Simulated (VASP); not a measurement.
SiO2:

```xyz
12
Lattice="4.9820 0.0000 0.0000 0.0000 4.9820 0.0000 0.0000 0.0000 6.9630" Properties=species:S:1:pos:R:3 pbc="T T T"
Si    3.9805    1.0015    5.2222
Si    3.4925    3.4925    3.4815
Si    1.0015    3.9805    1.7408
Si    1.4895    1.4895    0.0000
O     0.5155    1.1951    5.7227
O     1.2959    3.0065    0.5004
O     4.4665    3.7869    2.2412
O     3.6861    1.9755    3.9819
O     3.0065    1.2959    6.4626
O     3.7869    4.4665    4.7218
O     1.9755    3.6861    2.9811
O     1.1951    0.5155    1.2403
```

| Quantity | Value |
| --- | --- |
| Program | VASP 6.6.1 |
| Task | relaxation of cell and atoms |
| Functional | BLYP |
| Potentials or basis | VASP PAW PBE potentials, release 64 (Si, O) |
| Cutoff | 600 eV |
| k mesh | 6 × 6 × 4 |
| Occupations | fermi-dirac, width 0.05 eV |
| Spin | no spin polarisation |

At the start: pressure 8.1 GPa; volume 14.40 Å³/atom.

Q: Where does the relaxation end?

A: Over 31 steps the energy falls by 20.8 meV/atom and the volume is 15.98 Å³/atom (+11.0 %); space group P4_12_12 (No. 92, to 0.1 Å) before and after.

The path:
```
step  energy change (eV)  largest force (eV/Å)  pressure (GPa)  volume (Å³)
   1              0.0000                0.4447            8.07       172.82
   2              0.1710                0.8022           -8.63       191.62
   3             -0.1988                0.1784            0.12       180.43
   4             -0.1988                0.1697            0.27       180.28
   5             -0.1926                0.3687           -0.21       181.12
   6             -0.2018                0.0918            0.08       180.59
   7             -0.2046                0.0784            0.06       180.89
   8             -0.2076                0.0567            0.03       181.44
   9             -0.2059                0.1941           -0.06       182.55
  10             -0.2082                0.0980            0.00       181.81
  11             -0.2113                0.0935            0.09       182.13
  12             -0.2194                0.0799            0.33       183.09
  13             -0.2297                0.0688            0.73       185.03
  14             -0.2320                0.1553            1.27       188.95
  15             -0.2336                0.1245            1.13       187.50
  16             -0.2349                0.1190            1.01       187.80
  17             -0.2380                0.1065            0.67       188.69
  18             -0.2408                0.1061           -0.01       190.50
  19             -0.2417                0.1008           -0.04       190.61
  20             -0.2437                0.1041           -0.13       190.93
  21             -0.2447                0.1713           -0.31       191.59
  22             -0.2453                0.1602           -0.30       191.66
  23             -0.2467                0.1273           -0.30       191.84
  24             -0.2482                0.0908           -0.28       192.20
  25             -0.2483                0.0834           -0.28       192.30
  26             -0.2487                0.0545           -0.20       192.17
  27             -0.2490                0.0179           -0.05       191.92
  28             -0.2490                0.0111           -0.03       191.88
  29             -0.2490                0.0159            0.03       191.82
  30             -0.2490                0.0123            0.03       191.82
  31             -0.2491                0.0045            0.03       191.82
```

Final structure:
```
Si O
1.0
     5.15319    0.00000    0.00000
     0.00000    5.15319    0.00000
     0.00000    0.00000    7.22325
Si O
4 8
Direct
  0.78746 0.21254 0.75000
  0.71254 0.71254 0.50000
  0.21254 0.78746 0.25000
  0.28746 0.28746 0.00000
  0.07947 0.24355 0.83320
  0.25645 0.57947 0.08320
  0.92053 0.75645 0.33320
  0.74355 0.42053 0.58320
  0.57947 0.25645 0.91680
  0.75645 0.92053 0.66680
  0.42053 0.74355 0.41680
  0.24355 0.07947 0.16680
```

Caveat: the PAW data sets were made with another functional, which shifts forces and pressure a little.
